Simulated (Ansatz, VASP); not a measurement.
## Two plane-wave programs on Hg

File INCAR:

```
  PREC = Accurate
  ENCUT = 600
  EDIFF = 1E-6
  ISMEAR = 0
  SIGMA = 0.1
  LREAL = False
  LASPH = True
  NELM = 60
  ALGO = Normal
  ISIF = 3
  LWAVE = False
  LCHARG = False
  GGA = PE
  IVDW = 12
  IBRION = 2
  NSW = 100
  EDIFFG = -0.005
```

The input KPOINTS:

```
Automatic mesh
0
Gamma
  16 16 16
```

POSCAR

```
Hg
1.0
    0.0000000000      2.3168736644      2.3168736644
    2.3168736644      0.0000000000      2.3168736644
    2.3168736644      2.3168736644      0.0000000000
Hg
1
Direct
    0.0000000000      0.0000000000      0.0000000000
```

Input for Ansatz:

```yaml
crystal:
  lattice:
    - [0.0, 2.3168736594, 2.3168736594]
    - [2.3168736594, 0.0, 2.3168736594]
    - [2.3168736594, 2.3168736594, 0.0]
  atoms:
    - { symbol: Hg, position: [0.0, 0.0, 0.0] }
basis:
  ecutwfc: 420
kpoints:
  mp_grid: { grid: [16, 16, 16] }
hamiltonian:
  xc: pbe
  dispersion: d3bj
scf:
  occupations: { method: gaussian, width: 0.1 }
output:
  forces: true
  stress: true
  eigenvalues: true
  write_density: true
  write_potential: true
  elf: true
  volumetric_format: npy
relax:
  adjacent_minimum: "off"
  f_tol: 0.005
  max_steps: 80
  cell: { stress_tol: 0.05 }
```

Alike in both runs: task relaxation of cell and atoms; functional PBE; dispersion D3(BJ); k mesh 16 × 16 × 16; occupations gaussian, width 0.1 eV; no spin polarisation.

|  | VASP | Ansatz |
| --- | --- | --- |
| version | VASP 6.6.1 | Ansatz 0.2.0 |
| potentials or method | VASP PAW PBE potentials, release 64 (Hg), cutoff 600 eV | scalar-relativistic, plane waves, PAW |
| valence electrons in the cell | 12 | 20 |

```tsv
	VASP	Ansatz	Ansatz less VASP
gap on the k mesh at the Fermi level, each at its own relaxed structure (eV)	none	none	-
relaxed volume (Å³/atom)	25.30	24.87	-0.422
relaxed cell length with the largest relative difference (Å)	3.295	3.277	-0.0184
```

A gap of «none» marks a metal or a gap that the smearing closes. VASP's potentials hold 12 valence electrons a cell and Ansatz's 20, so a difference there can come from the potentials and not from the codes.

Spin-orbit coupling is off throughout.
